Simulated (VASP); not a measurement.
Here is a VASP 6.6.1 calculation.

INCAR

```
SYSTEM = In27P26
PREC = Accurate
ENCUT = 400
EDIFF = 1E-6
ISMEAR = 0
SIGMA = 0.05
LREAL = Auto
LASPH = .TRUE.
NELM = 200
ALGO = Normal
ISIF = 2
LWAVE = .FALSE.
LCHARG = .FALSE.
ISPIN = 2
MAGMOM = 0.2 0.2 0 0.2 0 0 0 0 0 0.2 0 0 0 0 0 0 0 0 0 0 0 0 0 0 0 0 0 0 0 0 0 0 0 0 0 0 0 0 0 0 0 0 0 0 0 0 0 0 0 0 0 0 0
LORBIT = 11
GGA = PE
NBANDS = 276
NELECT = 479.0
GGA_COMPAT = .FALSE.
```

KPOINTS

```
regular mesh
0
G
  1 1 1
  0 0 0
```

Contents of POSCAR:

```
In27P26
1.0
    0.0000000000      8.7915000000      8.7915000000
    8.7915000000      0.0000000000      8.7915000000
    8.7915000000      8.7915000000      0.0000000000
In P
27 26
Direct
    0.0017069319      0.0022703307      0.0014637948
    0.0023665048      0.0025699993      0.3261869583
   -0.0011079241     -0.0009568065      0.6675751775
    0.0021149017      0.3269322794      0.0020356495
   -0.0008379352      0.3340950318      0.3338869560
   -0.0008890208      0.3342352176      0.6659676348
   -0.0010388746      0.6676926388     -0.0011611429
   -0.0009114922      0.6664087329      0.3338593121
   -0.0010886783      0.6678366624      0.6675739230
    0.3260103502      0.0026787281      0.0022614774
    0.3339651845     -0.0006771023      0.3339068982
    0.3341298303     -0.0007567461      0.6660595474
    0.3339933724      0.3339798705     -0.0008682241
    0.3333373239      0.3333902098      0.3333008192
    0.3339333673      0.3340555022      0.6660660433
    0.3339749132      0.6663626071     -0.0009381678
    0.3339203449      0.6663486450      0.3338000699
    0.3341737018      0.6664405367      0.6662516593
    0.6676114668     -0.0009758583     -0.0011261572
    0.6661576220     -0.0007761360      0.3340792351
    0.6676416887     -0.0009198830      0.6676788189
    0.6660752732      0.3341455300     -0.0009451453
    0.6661341065      0.3340442775      0.3339007150
    0.6663010804      0.3343354395      0.6662515710
    0.6676596546      0.6677990147     -0.0011515643
    0.6662840569      0.6664616970      0.3340966506
    0.6663358968      0.6664171426      0.6663213062
    0.0833060193      0.0834401626      0.4145380456
    0.0834617794      0.0835731785      0.7515771949
    0.0833158259      0.4146340007      0.0832215386
    0.0834902506      0.4168394041      0.4163941317
    0.0832929929      0.4147029012      0.7519365406
    0.0832785988      0.7522413337      0.0831746865
    0.0832422518      0.7523584576      0.4144224434
    0.0840147007      0.7498446890      0.7496477524
    0.4145601043      0.0833352266      0.0832536967
    0.4166430181      0.0835775862      0.4165387996
    0.4145326960      0.0834190985      0.7520824109
    0.4164980111      0.4167599520      0.0834467947
    0.4165722892      0.4167692492      0.4164982042
    0.4167191208      0.4168563773      0.7498124449
    0.4144963493      0.7524142854      0.0831422231
    0.4167098499      0.7499978504      0.4166815881
    0.4167653800      0.7499249503      0.7497766158
    0.7517816614      0.0834842640      0.0833970808
    0.7521648547      0.0834037157      0.4145074096
    0.7497080245      0.0841788490      0.7496927416
    0.7520101809      0.4146510184      0.0832503290
    0.7498491220      0.4168928136      0.4166569293
    0.7498325958      0.4168458569      0.7497825206
    0.7497500940      0.7498150728      0.0839400341
    0.7497992518      0.7499177674      0.4167352415
    0.7497079727      0.7498645221      0.7496500721
```

Potentials or basis: VASP PAW PBE potentials, release 64 (In_d, P).

Launch:

```sh
$ cat potpaw_PBE.64/In_d/POTCAR potpaw_PBE.64/P/POTCAR > POTCAR
$ mpirun -np 1 vasp_gam > vasp.out
```

Q: Predict the largest force.

A: 0.101 eV/Å.

Q: What does it give for the net moment?

A: 0.01 μB per cell.

Forces on the atoms (eV/Å):
```
In   0.055  0.067  0.051
In  -0.056 -0.052  0.051
In  -0.002  0.000  0.091
In  -0.054  0.057 -0.055
In  -0.068  0.032  0.031
In  -0.034  0.067  0.032
In   0.004  0.094  0.002
In  -0.031  0.032  0.071
In  -0.093 -0.002  0.001
In   0.053 -0.048 -0.058
In   0.030 -0.069  0.030
In   0.067 -0.031  0.028
In   0.033  0.032 -0.067
In   0.000 -0.004  0.002
In  -0.032 -0.030 -0.066
In   0.070  0.033 -0.034
In  -0.031 -0.070 -0.032
In   0.018 -0.017 -0.018
In   0.092  0.002 -0.001
In   0.027 -0.030  0.069
In  -0.003 -0.091  0.001
In   0.033  0.068 -0.034
In  -0.067 -0.031 -0.032
In  -0.020  0.018 -0.019
In   0.002 -0.002 -0.093
In  -0.017 -0.017  0.019
In   0.019  0.018  0.020
P    0.014  0.013  0.015
P   -0.017 -0.020  0.011
P    0.017  0.013  0.017
P    0.018 -0.016 -0.018
P   -0.010 -0.018  0.018
P   -0.020  0.009 -0.019
P   -0.013  0.016 -0.016
P   -0.006  0.007  0.008
P    0.015  0.013  0.016
P   -0.016  0.016 -0.017
P   -0.015 -0.014  0.017
P   -0.018 -0.017  0.019
P    0.017  0.018  0.017
P   -0.001  0.000  0.028
P   -0.016  0.015 -0.012
P    0.000  0.028  0.001
P   -0.027 -0.002  0.001
P    0.010 -0.022 -0.018
P    0.017 -0.012 -0.016
P    0.007 -0.007  0.008
P    0.018 -0.018 -0.010
P    0.028  0.001 -0.001
P    0.000 -0.028  0.001
P    0.007  0.007 -0.006
P    0.001 -0.001 -0.027
P   -0.007 -0.007 -0.007
```

Caveat: the k points lie up to 0.62 Å⁻¹ apart; the cell carries a net charge on a neutralising background, which shifts energy and pressure.
